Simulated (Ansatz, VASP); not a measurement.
# One calculation of Ti2BeH6, two programs

Contents of INCAR:

```
PREC     = Accurate       # precision mode
ENCUT    = 600            # plane-wave cutoff, eV
EDIFF    = 1E-6           # SCF threshold, eV
ISMEAR   = 0              # smearing method
SIGMA    = 0.1            # smearing width, eV
LREAL    = False          # projectors in reciprocal space
LASPH    = True           # aspherical terms in the spheres
NELM     = 80             # most SCF steps
ALGO     = Normal         # electronic algorithm
ISIF     = 3              # what is computed and relaxed
LWAVE    = False          # write WAVECAR
LCHARG   = False          # write CHGCAR
GGA      = PE             # functional
IBRION   = 2              # ionic algorithm
NSW      = 100            # ionic steps
EDIFFG   = -0.01          # ionic threshold
```

KPOINTS

```
Automatic mesh
0
Gamma
  10 10 10
```

File POSCAR:

```
Ti2BeH6
1.0
    0.0000000000      3.0291168176      3.0291168176
    3.0291168176      0.0000000000      3.0291168176
    3.0291168176      3.0291168176      0.0000000000
Ti Be H
2 1 6
Direct
    0.2500000000      0.2500000000      0.2500000000
    0.7500000000      0.7500000000      0.7500000000
    0.0000000000      0.0000000000      0.0000000000
    0.7428212786      0.2571787214      0.2571787214
    0.2571787214      0.7428212786      0.7428212786
    0.2571787214      0.7428212786      0.2571787214
    0.7428212786      0.2571787214      0.7428212786
    0.2571787214      0.2571787214      0.7428212786
    0.7428212786      0.7428212786      0.2571787214
```

Input for Ansatz:

```yaml
crystal:
  lattice:
    - [0.0, 3.0291168176, 3.0291168176]
    - [3.0291168176, 0.0, 3.0291168176]
    - [3.0291168176, 3.0291168176, 0.0]
  atoms:
    - { symbol: Ti, position: [0.25, 0.25, 0.25] }
    - { symbol: Ti, position: [0.75, 0.75, 0.75] }
    - { symbol: Be, position: [0.0, 0.0, 0.0] }
    - { symbol: H, position: [0.7428212786, 0.2571787214, 0.2571787214] }
    - { symbol: H, position: [0.2571787214, 0.7428212786, 0.7428212786] }
    - { symbol: H, position: [0.2571787214, 0.7428212786, 0.2571787214] }
    - { symbol: H, position: [0.7428212786, 0.2571787214, 0.7428212786] }
    - { symbol: H, position: [0.2571787214, 0.2571787214, 0.7428212786] }
    - { symbol: H, position: [0.7428212786, 0.7428212786, 0.2571787214] }
basis:
  ecutwfc: 420
kpoints:
  mp_grid: { grid: [10, 10, 10] }
hamiltonian:
  xc: pbe
scf:
  occupations: { method: gaussian, width: 0.1 }
output:
  forces: true
  stress: true
  eigenvalues: true
  write_density: true
  write_potential: true
  elf: true
  volumetric_format: npy
relax:
  adjacent_minimum: "off"
  f_tol: 0.01
  max_steps: 80
  cell: { stress_tol: 0.05 }
```

Change from the starting cell: ordered vacancies on the cation sites of perovskite (Fm-3m, No. 225).

Alike in both runs: task relaxation of cell and atoms; functional PBE; k mesh 10 × 10 × 10; occupations gaussian, width 0.1 eV; no spin polarisation.

|  | VASP | Ansatz |
| --- | --- | --- |
| version | VASP 6.6.1 | Ansatz 0.2.0 |
| potentials or method | VASP PAW PBE potentials, release 64 (Ti_sv, Be, H), cutoff 600 eV | scalar-relativistic, plane waves, PAW |
| valence electrons in the cell | 32 | 32 |

|  | VASP | Ansatz | Ansatz less VASP |
| --- | --- | --- | --- |
| gap on the k mesh at the Fermi level, each at its own relaxed structure (eV) | none | none | - |
| relaxed volume (Å³/atom) | 6.18 | 6.16 | -0.012 |
| relaxed cell length with the largest relative difference (Å) | 4.284 | 4.281 | -0.0029 |

A gap of «none» marks a metal or a gap that the smearing closes.

Noted on VASP's run: the relaxation stopped at its first step, so nothing moved.
